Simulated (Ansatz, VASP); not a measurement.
# Te3Pb4Se: VASP beside Ansatz

The input INCAR:

```
SYSTEM = Te3Pb4Se
  ALGO = Normal
  EDIFF = 1E-6
  EDIFFG = -0.01
  ENCUT = 600
  GGA = PE
  IBRION = 2
  ISIF = 3
  ISMEAR = 0
  LASPH = .True.
  LCHARG = .False.
  LREAL = .False.
  LUSENCCL = .False.
  LWAVE = .False.
  NELM = 60
  NSW = 100
  PREC = Accurate
  SIGMA = 0.02
```

File KPOINTS:

```
k-points
0
Gamma
  8 8 4
  0 0 0
```

Contents of POSCAR:

```
Te3Pb4Se
1.0
    4.4893954500      0.0000000000      0.0000000000
    0.0000000000      4.4893954500      0.0000000000
    0.0000000000      0.0000000000     12.6979278700
Te Pb Se
3 4 1
Direct
    0.0000000000      0.0000000000      0.0000000000
    0.5000000000      0.5000000000      0.2500000000
    0.5000000000      0.5000000000      0.7500000000
    0.0000000000      0.0000000000      0.7500000000
    0.5000000000      0.5000000000      0.0000000000
    0.0000000000      0.0000000000      0.2500000000
    0.5000000000      0.5000000000      0.5000000000
    0.0000000000      0.0000000000      0.5000000000
```

Input for Ansatz:

```yaml
crystal:
  lattice:
    - [4.48939545, 0.0, 0.0]
    - [0.0, 4.48939545, 0.0]
    - [0.0, 0.0, 12.69792787]
  atoms:
    - { symbol: Te, position: [0.0, 0.0, 0.0] }
    - { symbol: Te, position: [0.5, 0.5, 0.25] }
    - { symbol: Te, position: [0.5, 0.5, 0.75] }
    - { symbol: Pb, position: [0.0, 0.0, 0.75] }
    - { symbol: Pb, position: [0.5, 0.5, 0.0] }
    - { symbol: Pb, position: [0.0, 0.0, 0.25] }
    - { symbol: Pb, position: [0.5, 0.5, 0.5] }
    - { symbol: Se, position: [0.0, 0.0, 0.5] }
basis:
  ecutwfc: 420
kpoints:
  mp_grid: { grid: [8, 8, 4] }
hamiltonian:
  xc: pbe
scf:
  occupations: { method: gaussian, width: 0.02 }
output:
  forces: true
  stress: true
  eigenvalues: true
relax:
  adjacent_minimum: "off"
  f_tol: 0.01
  max_steps: 80
  cell: { stress_tol: 0.05 }
```

Alike in both runs: task relaxation of cell and atoms; functional PBE; k mesh 8 × 8 × 4; occupations gaussian, width 0.02 eV; no spin polarisation.

|  | VASP | Ansatz |
| --- | --- | --- |
| version | VASP 6.6.1 | Ansatz 0.2.0 |
| potentials or method | VASP PAW PBE potentials, release 64 (Te, Pb_d, Se), cutoff 600 eV | scalar-relativistic, plane waves, PAW |
| valence electrons in the cell | 80 | 120 |

Ansatz gave:

```
gap on the k mesh at the Fermi level, each at its own relaxed structure (eV) : 0.44
relaxed volume (Å³/atom)                                                     : 34.18
relaxed cell length with the largest relative difference (Å)                 : 4.593
```

Task: Estimate VASP's values.

Result: gap on the k mesh at the Fermi level, each at its own relaxed structure (eV): 0.44; relaxed volume (Å³/atom): 34.13; relaxed cell length with the largest relative difference (Å): 4.590.

VASP's potentials hold 80 valence electrons a cell and Ansatz's 120, so a difference there can come from the potentials and not from the codes.

Spin-orbit coupling is off throughout.
